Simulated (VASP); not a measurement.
# Sn4O7 in VASP: further runs

The runs below take Sn4O7 through single point, with PBEsol.

All numbers are computed with VASP 6.6.1; they aren't measurements. Logs are shortened: lines on timing, memory, paths and dates and some standing lists are left out, and cuts for length are marked.

**1. The cell of the first run**

The cell holds a slab with vacuum, 22 atoms: a = 3.212 Å, b = 6.744 Å, c = 25.117 Å, α = 90.00°, β = 90.00°, γ = 90.00°.

**2. Single point, PBEsol**

Contents of INCAR:

```
SYSTEM = Sn4O7
ALGO     = Normal         ! electronic algorithm
DIPOL    = 0.5 0.5 0.500
EDIFF    = 1E-6           ! SCF threshold, eV
ENCUT    = 520            ! plane-wave cutoff, eV
GGA      = PS             ! functional
IDIPOL   = 3            
ISIF     = 2              ! what is computed and relaxed
ISMEAR   = 0              ! smearing method
LASPH    = .TRUE.         ! aspherical terms in the spheres
LCHARG   = .FALSE.        ! write CHGCAR
LDIPOL   = .TRUE.       
LREAL    = Auto         
LWAVE    = .FALSE.        ! write WAVECAR
NBANDS   = 115            ! bands
NELM     = 80             ! most SCF steps
PREC     = Accurate       ! precision mode
SIGMA    = 0.05           ! smearing width, eV
```

Contents of KPOINTS:

```
k-points
0
G
  1 1 1
  0 0 0
```

Contents of POSCAR:

```
Sn4O7
1.0
    3.2120684225      0.0000000000      0.0000000000
    0.0000000000      6.7443405568      0.0000000000
    0.0000000000      0.0000000000     25.1165108352
Sn O
8 14
Direct
    0.0000000000      0.5000000000      0.2986083556
    0.5000000000      0.0000000000      0.2986083556
    0.0000000000      0.0000000000      0.4328694519
    0.5000000000      0.5000000000      0.4328694519
    0.0000000000      0.5000000000      0.5671305481
    0.5000000000      0.0000000000      0.5671305481
    0.0000000000      0.0000000000      0.7013916444
    0.5000000000      0.5000000000      0.7013916444
    0.5000000000      0.3062765040      0.2986083556
    0.5000000000      0.6937234960      0.2986083556
    0.0000000000      0.0000000000      0.3506274135
    0.0000000000      0.5000000000      0.3808503940
    0.5000000000      0.8062765040      0.4328694519
    0.5000000000      0.1937234960      0.4328694519
    0.0000000000      0.5000000000      0.4848885098
    0.0000000000      0.0000000000      0.5151114902
    0.5000000000      0.3062765040      0.5671305481
    0.5000000000      0.6937234960      0.5671305481
    0.0000000000      0.0000000000      0.6191496060
    0.0000000000      0.5000000000      0.6493725865
    0.5000000000      0.8062765040      0.7013916444
    0.5000000000      0.1937234960      0.7013916444
```

Potentials or basis: VASP PAW PBE potentials, release 64 (Sn_d, O).

Started as:

```
$ cat potpaw_PBE.64/Sn_d/POTCAR potpaw_PBE.64/O/POTCAR > POTCAR
$ mpirun -np 1 vasp_gam > vasp.out
```

OUTCAR:

```text
SYSTEM = Sn4O7
   EDIFF = 1E-6
   ENCUT = 520
   GGA = PS
   ISIF = 2
   ISMEAR = 0
   LASPH = .TRUE.
   LREAL = Auto
   NELM = 80
   PREC = Accurate

 ion  position               nearest neighbor table
   1  0.000  0.500  0.299-  12 2.07  10 2.07   9 2.07   9 2.07  10 2.07   2 3.74   2 3.74   2 3.74
                             2 3.74   4 3.74   4 3.74
   2  0.500  0.000  0.299-   9 2.07  10 2.07  11 2.07  11 2.07   1 3.74   1 3.74   1 3.74   1 3.74
                             3 3.74   3 3.74
   3  0.000  0.000  0.433-  16 2.07  11 2.07  14 2.07  13 2.07  13 2.07  14 2.07   6 3.74   6 3.74
                             4 3.74   4 3.74   4 3.74   4 3.74   2 3.74   2 3.74
   4  0.500  0.500  0.433-  13 2.07  14 2.07  12 2.07  12 2.07  15 2.07  15 2.07   5 3.74   5 3.74
                             3 3.74   3 3.74   3 3.74   3 3.74   1 3.74   1 3.74
   5  0.000  0.500  0.567-  15 2.07  20 2.07  18 2.07  17 2.07  17 2.07  18 2.07   4 3.74   4 3.74
                             6 3.74   6 3.74   6 3.74   6 3.74   8 3.74   8 3.74
   6  0.500  0.000  0.567-  17 2.07  18 2.07  19 2.07  19 2.07  16 2.07  16 2.07   3 3.74   3 3.74
                             5 3.74   5 3.74   5 3.74   5 3.74   7 3.74   7 3.74
   7  0.000  0.000  0.701-  19 2.07  21 2.07  22 2.07  21 2.07  22 2.07   8 3.74   8 3.74   8 3.74
                             8 3.74   6 3.74   6 3.74
   8  0.500  0.500  0.701-  21 2.07  22 2.07  20 2.07  20 2.07   7 3.74   7 3.74   7 3.74   7 3.74
                             5 3.74   5 3.74
   9  0.500  0.306  0.299-   2 2.07   1 2.07   1 2.07
  10  0.500  0.694  0.299-   2 2.07   1 2.07   1 2.07
  11  0.000  0.000  0.351-   3 2.07   2 2.07   2 2.07
  12  0.000  0.500  0.381-   1 2.07   4 2.07   4 2.07
  13  0.500  0.806  0.433-   4 2.07   3 2.07   3 2.07
  14  0.500  0.194  0.433-   4 2.07   3 2.07   3 2.07
  15  0.000  0.500  0.485-   5 2.07   4 2.07   4 2.07
  16  0.000  0.000  0.515-   3 2.07   6 2.07   6 2.07
  17  0.500  0.306  0.567-   6 2.07   5 2.07   5 2.07
  18  0.500  0.694  0.567-   6 2.07   5 2.07   5 2.07
  19  0.000  0.000  0.619-   7 2.07   6 2.07   6 2.07
  20  0.000  0.500  0.649-   5 2.07   8 2.07   8 2.07
  21  0.500  0.806  0.701-   8 2.07   7 2.07   7 2.07
  22  0.500  0.194  0.701-   8 2.07   7 2.07   7 2.07

  LATTYP: Found a simple orthorhombic cell.
 ALAT       =     3.2120684225
 B/A-ratio  =     2.0996876995
 C/A-ratio  =     7.8194196174

  Lattice vectors:

 A1 = (   3.2120684225,   0.0000000000,   0.0000000000)
 A2 = (   0.0000000000,   6.7443405568,   0.0000000000)
 A3 = (   0.0000000000,   0.0000000000,  25.1165108352)

Analysis of symmetry for initial positions (statically):
=====================================================================
 Subroutine PRICEL returns:
 Original cell was already a primitive cell.

 Routine SETGRP: Setting up the symmetry group for a
 simple orthorhombic supercell.

 Subroutine GETGRP returns: Found  8 space group operations
 (whereof  4 operations were pure point group operations)
 out of a pool of  8 trial point group operations.

The static configuration has the point symmetry C_2v.
 The point group associated with its full space group is D_2h.

Analysis of symmetry for dynamics (positions and initial velocities):
=====================================================================
 Subroutine PRICEL returns:
 Original cell was already a primitive cell.

 Routine SETGRP: Setting up the symmetry group for a
 simple orthorhombic supercell.

 Subroutine GETGRP returns: Found  8 space group operations
 (whereof  4 operations were pure point group operations)
 out of a pool of  8 trial point group operations.

The dynamic configuration has the point symmetry C_2v.
 The point group associated with its full space group is D_2h.

 Subroutine INISYM returns: Found  8 space group operations
 (whereof  4 operations are pure point group operations),
 and found     1 'primitive' translations

----------------------------------------------------------------------------------------

                                     Primitive cell

  volume of cell :     544.1061

  direct lattice vectors                    reciprocal lattice vectors
     3.212068422  0.000000000  0.000000000     0.311325871  0.000000000  0.000000000
     0.000000000  6.744340557  0.000000000     0.000000000  0.148272465  0.000000000
     0.000000000  0.000000000 25.116510835     0.000000000  0.000000000  0.039814447

  length of vectors
     3.212068422  6.744340557 25.116510835     0.311325871  0.148272465  0.039814447

  position of ions in fractional coordinates (direct lattice)
     0.000000000  0.500000000  0.298608356
     0.500000000  0.000000000  0.298608356
     0.000000000  0.000000000  0.432869452
     0.500000000  0.500000000  0.432869452
     0.000000000  0.500000000  0.567130548
     0.500000000  0.000000000  0.567130548
[... 14 lines left out ...]
     0.500000000  0.806276504  0.701391644
     0.500000000  0.193723496  0.701391644

  ion indices of the primitive-cell ions
   primitive index   ion index
                 1           1
                 2           2
                 3           3
                 4           4
                 5           5
                 6           6
[... 14 lines left out ...]
                21          21
                22          22

----------------------------------------------------------------------------------------

 KPOINTS: k-points

Automatic generation of k-mesh.
 Grid dimensions read from file:
 generate k-points for:    1    1    1

 Generating k-lattice:

  Cartesian coordinates                     Fractional coordinates (reciprocal lattice)
     0.311325871  0.000000000  0.000000000     1.000000000  0.000000000  0.000000000
     0.000000000  0.148272465  0.000000000     0.000000000  1.000000000  0.000000000
     0.000000000  0.000000000  0.039814447     0.000000000  0.000000000  1.000000000

  Length of vectors
     0.311325871  0.148272465  0.039814447

  Shift w.r.t. Gamma in fractional coordinates (k-lattice)
     0.000000000  0.000000000  0.000000000

 Subroutine IBZKPT returns following result:
 ===========================================

 Found      1 irreducible k-points:

 Following reciprocal coordinates:
            Coordinates               Weight
  0.000000  0.000000  0.000000      1.000000
   k-points           NKPTS =      1   k-points in BZ     NKDIM =      1   number of bands    NBANDS=    115
   number of dos      NEDOS =    301   number of ions     NIONS =     22
   total plane-waves  NPLWV = 230400
   dimension x,y,z NGX =    24 NGY =   50 NGZ =  192
   dimension x,y,z NGXF=    48 NGYF=  100 NGZF=  384
   ions per type =               8  14
   NGX,Y,Z   is equivalent  to a cutoff of  12.42, 12.32, 12.71 a.u.
   NGXF,Y,Z  is equivalent  to a cutoff of  24.84, 24.65, 25.42 a.u.
 SYSTEM =  Sn4O7
   PREC   = accura    normal or accurate (medium, high low for compatibility)
   ISTART =      0    job   : 0-new  1-cont  2-samecut
   ICHARG =      2    charge: 1-file 2-atom 10-const
   ISPIN  =      1    spin polarized calculation?
   LNONCOLLINEAR =      F non collinear calculations
   LSORBIT =      F    spin-orbit coupling
   LASPH  =      T    aspherical Exc in radial PAW
   ENCUT  =  520.0 eV  38.22 Ry    6.18 a.u.   5.97 12.54 46.70*2*pi/ulx,y,z
   NELM   =     80;   NELMIN=  2; NELMDL= -5     # of ELM steps
   EDIFF  = 0.1E-05   stopping-criterion for ELM
   LREAL  =      T    real-space projection
   EDIFFG = 0.1E-04   stopping-criterion for IOM
   NSW    =      0    number of steps for IOM
   IBRION =     -1    ionic relax: 0-MD 1-quasi-New 2-CG
   NFREE  =      0    steps in history (QN), initial steepest desc. (CG)
   ISIF   =      2    stress and relaxation
   ISYM   =      2    0-nonsym 1-usesym 2-fastsym
   POTIM  = 0.5000    time-step for ionic-motion
   TEBEG  =    0.0;   TEEND  =   0.0 temperature during run
   PSTRESS=    0.0 pullay stress
   NELECT =     196.0000    total number of electrons
   NUPDOWN=      -1.0000    fix difference up-down
   EMIN   =  10.00;   EMAX   =-10.00  energy-range for DOS
   EFERMI =   0.00;   METHOD = LEGACY
   ISMEAR =     0;   SIGMA  =   0.05  broadening in eV -4-tet -1-fermi 0-gaus
   EFERMI_NEDOS =   21; number of points for ismear=-14 and -15
   IALGO  =     38    algorithm
   IMIX   =      4    mixing-type and parameters
     AMIX     =   0.40;   BMIX     =  1.00
     AMIX_MAG =   1.60;   BMIX_MAG =  1.00
  volume/ion in A,a.u.               =      24.73       166.90
  Fermi-wavevector in a.u.,A,eV,Ry     =   1.164838  2.201225 18.461043  1.356848
  Thomas-Fermi vector in A             =   2.301371
   LORBIT       =      0    0 simple, 1 ext, 2 COOP (PROOUT), +10 PAW based schemes
   GGA     = PS    functional components
   LHFCALC =     F    Hartree Fock is set to
   AEXX    =    0.0000 exact exchange contribution
   IVDW    =     0    specifies the selected vdW correction
   LEPSILON=     F    determine dielectric tensor
   LRPA    =     F    only Hartree local field effects (RPA)
 non-spin polarized calculation
 Gauss-broadening in eV      SIGMA  =   0.05
  energy-cutoff  :      520.00
  volume of cell :      544.11
 maximum number of plane-waves:      7274
 NGX is ok and might be reduce to    24
   NGX = 11   NGY = 25   NGZ = 93

 dipolmoment           0.000000      0.000000      0.000000 electrons x Angstroem

 number of electron     196.0000001 magnetization

 dipolmoment           0.000000      0.000000     -0.000000 electrons x Angstroem

 Free energy of the ion-electron system (eV)
  ---------------------------------------------------
  ext. energy  EPLUGINS =         0.00000000
  ---------------------------------------------------
  free energy    TOTEN  =      -122.61026018 eV

  energy without entropy =     -122.61026018  energy(sigma->0) =     -122.61026018

 E-fermi :   1.5740     XC(G=0):  -6.4075

 val. band max:        1.2622602438   @ k =   0.0000   0.0000   0.0000
 cond. band min:       2.2433392107   @ k =   0.0000   0.0000   0.0000
 fundamental gap:      0.9810789669
 Fermi energy:         1.5740073273

 k-point     1 :       0.0000    0.0000    0.0000
  band No.  band energies     occupation
      1     -20.9681      2.00000
      2     -20.9680      2.00000
      3     -20.3822      2.00000
      4     -20.3819      2.00000
      5     -20.3352      2.00000
      6     -20.3352      2.00000
[... 102 lines left out ...]
    109       6.3435      0.00000
    110       6.4774      0.00000
 [bands above 110 left out]

------------------------ aborting loop because EDIFF is reached ----------------------------------------

 vacuum level on the upper side and lower side of the slab       (xc-potential included)        -0.121        -0.121

  FORCE on cell =-STRESS in cart. coord.  units (eV):
  Direction    XX          YY          ZZ          XY          YZ          ZX
  --------------------------------------------------------------------------------------
  -------------------------------------------------------------------------------------
  Total       26.7401665     26.6484690      5.1751619      0.0000000      0.0000000      0.0000000
  in kB       78.7392188     78.4692059     15.2388060      0.0000000      0.0000000      0.0000000
  external PRESSURE =      57.4824102 kB  Pullay stress =       0.0000000 kB

 VOLUME and BASIS-vectors are now :
 -----------------------------------------------------------------------------
  energy-cutoff  :      520.00
  volume of cell :      544.11
      direct lattice vectors                 reciprocal lattice vectors
     3.212068422  0.000000000  0.000000000     0.311325871  0.000000000  0.000000000
     0.000000000  6.744340557  0.000000000     0.000000000  0.148272465  0.000000000
     0.000000000  0.000000000 25.116510835     0.000000000  0.000000000  0.039814447

 POSITION                                       TOTAL-FORCE (eV/Angst)
 -----------------------------------------------------------------------------------
      0.00000      3.37217      7.50000         0.000000     -0.000000      2.554656
      1.60603      0.00000      7.50000         0.000000     -0.000000     -0.269413
      0.00000      0.00000     10.87217         0.000000     -0.000000      0.763805
      1.60603      3.37217     10.87217         0.000000     -0.000000      0.746652
      0.00000      3.37217     14.24434         0.000000     -0.000000     -0.763805
      1.60603      0.00000     14.24434         0.000000     -0.000000     -0.746652
[... 14 lines left out ...]
      1.60603      5.43780     17.61651         0.000000     -1.196712      1.488791
      1.60603      1.30654     17.61651         0.000000      1.196712      1.488791
 -----------------------------------------------------------------------------------
    total drift:                                0.000000      0.000000      0.000000

  FREE ENERGIE OF THE ION-ELECTRON SYSTEM (eV)
  ---------------------------------------------------
  free  energy   TOTEN  =      -122.6102601783 eV

  energy  without entropy=     -122.6102601783  energy(sigma->0) =     -122.61026018

 vacuum level on the upper side and lower side of the slab         5.644         5.644
```

It took 73 s on 1 thread of Intel Xeon 6975P-C (Granite Rapids), shared host; peak memory 0.47 GiB.

What came out:

| Item | Value |
| --- | --- |
| Free energy | -122.6103 eV |
| Largest force | 2.555 eV/Å |

Forces on the atoms (eV/Å):
```
Sn   0.000  0.000  2.555
Sn   0.000  0.000 -0.269
Sn   0.000  0.000  0.764
Sn   0.000  0.000  0.747
Sn   0.000  0.000 -0.764
Sn   0.000  0.000 -0.747
Sn   0.000  0.000 -2.555
Sn   0.000  0.000  0.269
O    0.000 -1.197 -1.489
O    0.000  1.197 -1.489
O    0.000  0.000  1.136
O    0.000  0.000 -1.895
O    0.000 -1.858 -0.291
O    0.000  1.858 -0.291
O    0.000  0.000  1.519
O    0.000  0.000 -1.519
O    0.000 -1.858  0.291
O    0.000  1.858  0.291
O    0.000  0.000  1.895
O    0.000  0.000 -1.136
O    0.000 -1.197  1.489
O    0.000  1.197  1.489
```

Levels at points of the mesh, in eV from the Fermi level:
| k point | band 95 | band 96 | band 97 | band 98 | band 99 | band 100 | band 101 | band 102 |
| --- | --- | --- | --- | --- | --- | --- | --- | --- |
| (0.00, 0.00, 0.00) | -0.85 | -0.78 | -0.74 | -0.31 | 0.67 | 0.69 | 1.68 | 2.99 |

Caveat: the k points lie up to 1.96 Å⁻¹ apart; the PAW data sets were made with another functional, which shifts forces and pressure a little; spin-orbit coupling is left out, which moves the levels of the heavy elements.

**3. Single point, PBEsol**

Contents of INCAR:

```
SYSTEM = Sn4O7
PREC     = Accurate       ! precision mode
ENCUT    = 520            ! plane-wave cutoff, eV
EDIFF    = 1E-7           ! SCF threshold, eV
ISMEAR   = 0              ! smearing method
SIGMA    = 0.05           ! smearing width, eV
LREAL    = Auto         
LASPH    = .True.         ! aspherical terms in the spheres
NELM     = 100            ! most SCF steps
ALGO     = Normal         ! electronic algorithm
ISIF     = 2              ! what is computed and relaxed
LWAVE    = .False.        ! write WAVECAR
LCHARG   = .False.        ! write CHGCAR
LDIPOL   = .True.       
IDIPOL   = 3            
DIPOL    = 0.5 0.5 0.500
GGA      = PS             ! functional
NBANDS   = 115            ! bands
```

Contents of KPOINTS:

```
regular mesh
0
Gamma
  4 2 1
  0 0 0
```

POSCAR is that of step 2.

Potentials or basis: VASP PAW PBE potentials, release 64 (Sn_d, O).

Started as:

```
$ cat potpaw_PBE.64/Sn_d/POTCAR potpaw_PBE.64/O/POTCAR > POTCAR
$ mpirun -np 1 vasp_std > vasp.out
```

Run time: 6.8 min. Hardware: 1 thread of Intel Xeon 6975P-C (Granite Rapids), shared host; peak memory 0.61 GiB.

The run converged. Its results:

```
Free energy            : -139.4533 eV
Largest force          : 1.964 eV/Å
Band gap on the k mesh : zero (bands 98 and 99 overlap by 1.48 eV)
```

Forces in eV/Å, atoms in the order of the input:
```
Sn   0.000  0.000  1.964
Sn   0.000  0.000 -0.614
Sn   0.000  0.000  0.178
Sn   0.000  0.000  0.262
Sn   0.000  0.000 -0.178
Sn   0.000  0.000 -0.262
Sn   0.000  0.000 -1.964
Sn   0.000  0.000  0.614
O    0.000  1.435 -0.821
O    0.000 -1.435 -0.821
O    0.000  0.000  0.194
O    0.000  0.000 -0.323
O    0.000 -0.084 -0.053
O    0.000  0.084 -0.053
O    0.000  0.000  0.011
O    0.000  0.000 -0.011
O    0.000 -0.084  0.053
O    0.000  0.084  0.053
O    0.000  0.000  0.323
O    0.000  0.000 -0.194
O    0.000  1.435  0.821
O    0.000 -1.435  0.821
```

Levels at points of the mesh, in eV from the Fermi level:
```
           k point  band 96  band 97  band 98  band 99  band 100  band 101
(0.00, 0.00, 0.00)    -2.51    -2.11    -1.94     0.09      0.09      0.32
(0.50, 0.00, 0.00)    -2.81    -0.11    -0.08     0.48      0.49      1.60
(0.00, 0.50, 0.00)    -2.48    -1.00    -1.00    -0.67     -0.67      1.60
(0.50, 0.50, 0.00)    -2.76     0.80     0.80     0.82      0.82      1.73
```

Caveat: the k points lie up to 0.49 Å⁻¹ apart, too coarse for converged energies and pressures of a metal; the PAW data sets were made with another functional, which shifts forces and pressure a little; spin-orbit coupling is left out, which moves the levels of the heavy elements.
